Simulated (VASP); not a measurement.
# ScSi11O24 (a cell with a defect) in VASP: further runs

ScSi11O24 (a cell with a defect) is run at these levels: PBE; tasks: single point.

All numbers are computed with VASP 6.6.1; they aren't measurements. Logs are shortened: lines on timing, memory, paths and dates and some standing lists are left out, and cuts for length are marked.

## 1. The cell of the first run

The cell holds a defect, 36 atoms: a = 7.454 Å, b = 7.454 Å, c = 10.042 Å, α = 70.32°, β = 70.32°, γ = 71.37°.

## 2. Single point, PBE, collinear spin

The input, INCAR:

```
PREC     = Accurate       # precision mode
ENCUT    = 520            # plane-wave cutoff, eV
EDIFF    = 1E-6           # SCF threshold, eV
ISMEAR   = 0              # smearing method
SIGMA    = 0.01           # smearing width, eV
LREAL    = Auto         
LASPH    = T              # aspherical terms in the spheres
NELM     = 200            # most SCF steps
ALGO     = Normal         # electronic algorithm
ISIF     = 2              # what is computed and relaxed
LWAVE    = F              # write WAVECAR
LCHARG   = F              # write CHGCAR
ISPIN    = 2              # spin polarisation
MAGMOM   = 0 0 0 0 0 0 0 0 0 0 0 0.07 0 0.01 0 0 0.19 0.15 0 0 0.01 0 0.01 0 0.05 0 0.1 0.03 0.01 0.01 0.02 0.13 0 0.01 0.03 -0.01 # initial moments
LORBIT   = 11             # projections on sites
NUPDOWN  = 1.0            # fixed moment
LMAXMIX  = 4              # l up to which the mixer works
GGA      = PE             # functional
NBANDS   = 128            # bands
GGA_COMPAT= F
```

The input, KPOINTS:

```
Automatic mesh
0
Gamma
  1 1 1
  0.25 0.25 0.25
```

The input, POSCAR:

```
ScSi11O24
1.0
   -2.5104095500      4.3481568900      5.5092742700
    5.0208191100      0.0000000000      5.5092742700
    5.0208191100      8.6963137900      0.0000000000
Si O Sc
11 24 1
Direct
    0.3999762943      0.9060434162      0.0440968607
    0.9098851026      0.4304155469      0.2632694506
   -0.0061895900     -0.0056826724      0.2603709027
    0.5029391139      0.4931113010      0.0060325753
    0.0782491357      0.5684328176      0.4486838225
    0.5895788662      0.0638067470      0.2038758344
    0.3983273779      0.9706229688      0.5391460359
    0.9018742237      0.4321251719      0.7789332432
    0.0035694364      0.0054414305      0.7642628057
    0.1112802573      0.5714686857      0.9308861080
    0.6060603247      0.0660865092      0.7190149354
    0.0565519984      0.4873647900      0.3241024211
    0.5516338269      0.9547910162      0.1039828300
    0.0525698858      0.8060870865      0.3918169676
    0.5698621028      0.2954932945      0.1259942339
    0.1762594708      0.0098030728      0.1149131241
    0.6922946426      0.5386112921      0.3387894536
    0.2899762935      0.4612842796      0.4795036940
    0.8113261926      0.9666271498      0.2214192512
    0.4231508786      0.6705887725      0.0863342203
    0.9355837535      0.1932767504      0.3139370844
    0.4301843057      0.0404616513      0.3623515638
    0.9551834440      0.5085972062      0.0863798250
    0.0748542667      0.4913359578      0.8112365211
    0.5593660199      1.0352098434      0.5806941936
    0.0856088095      0.8088614403      0.8812361235
    0.5862911989      0.2960621214      0.6901808150
    0.1717034307      0.0653323744      0.6146149910
    0.6895059006      0.5360155344      0.8678106554
    0.3320976826      0.4695196282      0.9502990252
    0.8310198025      0.9537207039      0.7270933353
    0.4300826016      0.7369832373      0.6005398030
    0.9263914952      0.1943030845      0.8335029988
    0.4466228427     -0.0139329954      0.8671666403
    0.9128913528      0.5162806736      0.6037610622
    0.5003931120      0.5048710692      0.5308040415
```

Potentials or basis: VASP PAW PBE potentials, release 64 (Si, O, Sc_sv).

The run is started by

```bash
$ cat potpaw_PBE.64/Si/POTCAR potpaw_PBE.64/O/POTCAR potpaw_PBE.64/Sc_sv/POTCAR > POTCAR
$ mpirun -np 1 vasp_std > vasp.out
```

OUTCAR:

```text
PREC = Accurate
   ENCUT = 520
   EDIFF = 1E-6
   ISMEAR = 0
   LREAL = Auto
   LASPH = T
   NELM = 200
   ISIF = 2
   ISPIN = 2
   LORBIT = 11
   NUPDOWN = 1.0
   GGA = PE

 ion  position               nearest neighbor table
   1  0.400  0.906  0.044-  16 1.62  34 1.62  13 1.62  20 1.63   4 3.05   3 3.09  11 3.10   6 3.13

   2  0.910  0.430  0.263-  17 1.61  23 1.62  21 1.63  12 1.63   3 3.12  10 3.13   5 3.13
   3  0.994  0.994  0.260-  19 1.62  16 1.63  21 1.63  14 1.63   5 3.09   1 3.09   6 3.10   2 3.12

   4  0.503  0.493  0.006-  15 1.62  20 1.63  29 1.63  30 1.63   1 3.05   8 3.08  10 3.09   6 3.14
[... 35 lines left out ...]
  34  0.447  0.986  0.867-   1 1.62  11 1.63
  35  0.913  0.516  0.604-   8 1.64   5 1.64
  36  0.500  0.505  0.531-  32 1.94  27 1.94  18 1.95  17 1.97  11 3.18

  LATTYP: Found a base centered monoclinic cell.
 ALAT       =    12.1085522019
 B/A-ratio  =     0.7181960024
 C/A-ratio  =     0.8293013111
 COS(beta)  =    -0.4146506554

  Lattice vectors:

 A1 = (   2.5104095500,  -4.3481568900,  -5.5092742700)
 A2 = (  -5.0208191100,   0.0000000000,  -5.5092742700)
 A3 = (   5.0208191100,   8.6963137900,   0.0000000000)

Analysis of symmetry for initial positions (statically):
=====================================================================
 Subroutine PRICEL returns:
 Original cell was already a primitive cell.

 Routine SETGRP: Setting up the symmetry group for a
 base centered monoclinic supercell.

 Subroutine GETGRP returns: Found  1 space group operations
 (whereof  1 operations were pure point group operations)
 out of a pool of  4 trial point group operations.

The static configuration has the point symmetry C_1 .

Analysis of symmetry for dynamics (positions and initial velocities):
=====================================================================
 Subroutine PRICEL returns:
 Original cell was already a primitive cell.

 Routine SETGRP: Setting up the symmetry group for a
 base centered monoclinic supercell.

 Subroutine GETGRP returns: Found  1 space group operations
 (whereof  1 operations were pure point group operations)
 out of a pool of  4 trial point group operations.

The dynamic configuration has the point symmetry C_1 .

Analysis of structural, dynamic, and magnetic symmetry:
=====================================================================
 Subroutine PRICEL returns:
 Original cell was already a primitive cell.

 Routine SETGRP: Setting up the symmetry group for a
 base centered monoclinic supercell.

 Subroutine GETGRP returns: Found  1 space group operations
 (whereof  1 operations were pure point group operations)
 out of a pool of  4 trial point group operations.

The overall configuration has the point symmetry C_1 .

 Subroutine INISYM returns: Found  1 space group operations
 (whereof  1 operations are pure point group operations),
 and found     1 'primitive' translations

----------------------------------------------------------------------------------------

                                     Primitive cell

  volume of cell :     481.0987

  direct lattice vectors                    reciprocal lattice vectors
    -2.510409550  4.348156890  5.509274270    -0.099585344  0.057495625  0.090756055
     5.020819110  0.000000000  5.509274270     0.099585344 -0.057495625  0.090756055
     5.020819110  8.696313790  0.000000000     0.049792672  0.086243438 -0.045378028

  length of vectors
     7.453906857  7.453906863 10.041638216     0.146491124  0.146491124  0.109436768

  position of ions in fractional coordinates (direct lattice)
     0.399976294  0.906043416  0.044096861
     0.909885103  0.430415547  0.263269451
     0.993810410  0.994317328  0.260370903
     0.502939114  0.493111301  0.006032575
     0.078249136  0.568432818  0.448683823
     0.589578866  0.063806747  0.203875834
[... 28 lines left out ...]
     0.912891353  0.516280674  0.603761062
     0.500393112  0.504871069  0.530804041

  ion indices of the primitive-cell ions
[... 68 lines left out ...]
   number of dos      NEDOS =    301   number of ions     NIONS =     36
   total plane-waves  NPLWV = 250880
   dimension x,y,z NGX =    56 NGY =   56 NGZ =   80
   dimension x,y,z NGXF=   112 NGYF=  112 NGZF=  160
   ions per type =              11  24   1
   NGX,Y,Z   is equivalent  to a cutoff of  12.49, 12.49, 13.24 a.u.
   NGXF,Y,Z  is equivalent  to a cutoff of  24.98, 24.98, 26.49 a.u.
 SYSTEM =  unknown system
   PREC   = accura    normal or accurate (medium, high low for compatibility)
   ISTART =      0    job   : 0-new  1-cont  2-samecut
   ICHARG =      2    charge: 1-file 2-atom 10-const
   ISPIN  =      2    spin polarized calculation?
   LNONCOLLINEAR =      F non collinear calculations
   LSORBIT =      F    spin-orbit coupling
   LASPH  =      T    aspherical Exc in radial PAW
   ENCUT  =  520.0 eV  38.22 Ry    6.18 a.u.  13.86 13.86 18.67*2*pi/ulx,y,z
   NELM   =    200;   NELMIN=  2; NELMDL= -5     # of ELM steps
   EDIFF  = 0.1E-05   stopping-criterion for ELM
   LREAL  =      T    real-space projection
   EDIFFG = 0.1E-04   stopping-criterion for IOM
   NSW    =      0    number of steps for IOM
   IBRION =     -1    ionic relax: 0-MD 1-quasi-New 2-CG
   NFREE  =      0    steps in history (QN), initial steepest desc. (CG)
   ISIF   =      2    stress and relaxation
   ISYM   =      2    0-nonsym 1-usesym 2-fastsym
   POTIM  = 0.5000    time-step for ionic-motion
   TEBEG  =    0.0;   TEEND  =   0.0 temperature during run
   PSTRESS=    0.0 pullay stress
   NELECT =     199.0000    total number of electrons
   NUPDOWN=       1.0000    fix difference up-down
   EMIN   =  10.00;   EMAX   =-10.00  energy-range for DOS
   EFERMI =   0.00;   METHOD = LEGACY
   ISMEAR =     0;   SIGMA  =   0.01  broadening in eV -4-tet -1-fermi 0-gaus
   EFERMI_NEDOS =   21; number of points for ismear=-14 and -15
   IALGO  =     38    algorithm
   IMIX   =      4    mixing-type and parameters
     AMIX     =   0.40;   BMIX     =  1.00
     AMIX_MAG =   1.60;   BMIX_MAG =  1.00
  volume/ion in A,a.u.               =      13.36        90.18
  Fermi-wavevector in a.u.,A,eV,Ry     =   1.219779  2.305048 20.243574  1.487861
  Thomas-Fermi vector in A             =   2.355019
   LORBIT       =     11    0 simple, 1 ext, 2 COOP (PROOUT), +10 PAW based schemes
   GGA     = PE    functional components
   LHFCALC =     F    Hartree Fock is set to
   AEXX    =    0.0000 exact exchange contribution
   IVDW    =     0    specifies the selected vdW correction
   LEPSILON=     F    determine dielectric tensor
   LRPA    =     F    only Hartree local field effects (RPA)
 spin polarized calculation
 Gauss-broadening in eV      SIGMA  =   0.01
  energy-cutoff  :      520.00
  volume of cell :      481.10
 maximum number of plane-waves:     12934
 NGX is ok and might be reduce to    56
   NGX = 27   NGY = 27   NGZ = 37

 number of electron     198.9999992 magnetization       1.0000006

 Free energy of the ion-electron system (eV)
  ---------------------------------------------------
  ext. energy  EPLUGINS =         0.00000000
  ---------------------------------------------------
  free energy    TOTEN  =      -283.35095214 eV

  energy without entropy =     -283.35095214  energy(sigma->0) =     -283.35095214

 E-fermi :   0.7544     XC(G=0):  -8.9906

 val. band max:        0.7020050958   @ k =   0.2500   0.2500   0.2500
 cond. band min:       0.8266182693   @ k =   0.2500   0.2500   0.2500
 fundamental gap:      0.1246131735
 Fermi energy:         0.7023591472

 spin component 1

 k-point     1 :       0.2500    0.2500    0.2500
  band No.  band energies     occupation
      1     -45.6211      1.00000
      2     -24.4792      1.00000
      3     -24.4536      1.00000
      4     -24.4414      1.00000
      5     -18.5634      1.00000
      6     -18.2130      1.00000
[... 103 lines left out ...]
    110       9.2424      0.00000
    111       9.3317      0.00000
 Fermi energy:         0.7543993609

 spin component 2

 k-point     1 :       0.2500    0.2500    0.2500
  band No.  band energies     occupation
      1     -45.6371      1.00000
      2     -24.4885      1.00000
      3     -24.4644      1.00000
      4     -24.4549      1.00000
      5     -18.5456      1.00000
      6     -18.2025      1.00000
[... 103 lines left out ...]
    110       9.2573      0.00000
    111       9.3457      0.00000
 [bands above 111 left out]

------------------------ aborting loop because EDIFF is reached ----------------------------------------

  FORCE on cell =-STRESS in cart. coord.  units (eV):
  Direction    XX          YY          ZZ          XY          YZ          ZX
  --------------------------------------------------------------------------------------
  -------------------------------------------------------------------------------------
  Total        7.5586488      4.2893272      5.0156328     -2.8821227     -1.1126105     -0.7621890
  in kB       25.1721657     14.2845180     16.7032951     -9.5981797     -3.7052675     -2.5382774
  external PRESSURE =      18.7199929 kB  Pullay stress =       0.0000000 kB

 VOLUME and BASIS-vectors are now :
 -----------------------------------------------------------------------------
  energy-cutoff  :      520.00
  volume of cell :      481.10
      direct lattice vectors                 reciprocal lattice vectors
    -2.510409550  4.348156890  5.509274270    -0.099585344  0.057495625  0.090756055
     5.020819110  0.000000000  5.509274270     0.099585344 -0.057495625  0.090756055
     5.020819110  8.696313790  0.000000000     0.049792672  0.086243438 -0.045378028

 POSITION                                       TOTAL-FORCE (eV/Angst)
 -----------------------------------------------------------------------------------
      3.76638      2.12264      7.19522        -0.000439     -0.003494     -0.004834
      1.19868      6.24580      7.38408        -0.037892     -0.000566      0.013577
      3.80469      6.58551     10.95314         0.014890      0.005497     -0.008241
      1.24353      2.23932      5.48751        -0.005029      0.014815      0.003194
      4.91032      4.24213      3.56275         0.011223     -0.022340     -0.018008
     -0.13610      4.33655      3.59968        -0.007059      0.007124      0.001381
[... 28 lines left out ...]
      3.33180      9.21989      7.87370        -0.015512     -0.003881      0.008304
      3.94375      6.79183      5.53828         0.017711     -0.005642     -0.008630
 -----------------------------------------------------------------------------------
    total drift:                                0.000023     -0.023519     -0.002352

  FREE ENERGIE OF THE ION-ELECTRON SYSTEM (eV)
  ---------------------------------------------------
  free  energy   TOTEN  =      -283.3509521384 eV

  energy  without entropy=     -283.3509521384  energy(sigma->0) =     -283.35095214

 total charge

# of ion       s       p       d       tot
------------------------------------------
    1        0.640   0.985   0.000   1.626
    2        0.646   0.991   0.000   1.637
    3        0.639   0.981   0.000   1.620
    4        0.640   0.983   0.000   1.623
    5        0.647   0.986   0.000   1.633
    6        0.638   0.984   0.000   1.621
[... 28 lines left out ...]
   35        1.550   3.659   0.000   5.209
   36        2.239   6.273   1.200   9.711
--------------------------------------------------
tot         46.567 104.854   1.200 152.621

 magnetization (x)

# of ion       s       p       d       tot
------------------------------------------
    1       -0.000  -0.000   0.000  -0.000
    2       -0.001  -0.003   0.000  -0.004
    3       -0.000  -0.000   0.000  -0.000
    4       -0.000  -0.000   0.000  -0.000
    5       -0.001  -0.003   0.000  -0.004
    6       -0.000  -0.000   0.000  -0.000
[... 28 lines left out ...]
   35        0.000   0.034   0.000   0.034
   36       -0.001  -0.001  -0.021  -0.023
--------------------------------------------------
tot          0.006   0.826  -0.021   0.811
```

Wall time 11 min (1 thread of Oxide Virtual Turin-like, shared host); peak memory 0.73 GiB.

Results:

```
Free energy                                           : -283.3510 eV
Pressure                                              : 1.9 GPa
Largest force                                         : 0.070 eV/Å
Net moment                                            : 1.00 μB per cell
Site moments                                          : Si -0.00; O +0.07, +0.00, +0.01, +0.19, +0.16, +0.05, +0.11, +0.03, +0.02, +0.13 (each value once); Sc -0.02 μB
Valence electrons inside the program's atomic spheres : Si 1.63, 1.64, 1.62, 1.60, 1.61, 1.65 (each value once); O 5.21, 5.24, 5.22, 5.25, 5.10, 5.12, 5.23, 5.13 (each value once); Sc 9.71
```

Forces on the atoms (eV/Å):
```
Si   0.000 -0.003 -0.005
Si  -0.038 -0.001  0.014
Si   0.015  0.005 -0.008
Si  -0.005  0.015  0.003
Si   0.011 -0.022 -0.018
Si  -0.007  0.007  0.001
Si   0.020 -0.038  0.046
Si   0.018 -0.006  0.000
Si   0.004  0.022  0.006
Si  -0.016 -0.013  0.010
Si  -0.049 -0.017 -0.038
O    0.002 -0.005 -0.008
O    0.011 -0.012 -0.007
O   -0.007 -0.011 -0.006
O   -0.007 -0.010 -0.007
O    0.002  0.010 -0.001
O    0.018 -0.032  0.021
O   -0.028 -0.001 -0.023
O    0.009  0.006  0.010
O    0.001 -0.008  0.005
O   -0.003 -0.009  0.012
O   -0.012  0.005  0.007
O   -0.001  0.019  0.000
O    0.003 -0.002 -0.006
O    0.010  0.012 -0.007
O   -0.004 -0.008 -0.008
O    0.025  0.060  0.025
O    0.001  0.003 -0.001
O    0.004  0.004 -0.007
O    0.012  0.007  0.001
O    0.001  0.003 -0.006
O    0.013  0.025 -0.011
O    0.000 -0.004 -0.003
O   -0.002  0.007  0.008
O   -0.016 -0.004  0.008
Sc   0.018 -0.006 -0.009
```

Caveat: the k points lie up to 0.92 Å⁻¹ apart, too coarse for converged energies, forces and pressures; the total moment is fixed, so each spin has its own Fermi level and the state may be an excited one.

(Part 1 of 2 ends here.)
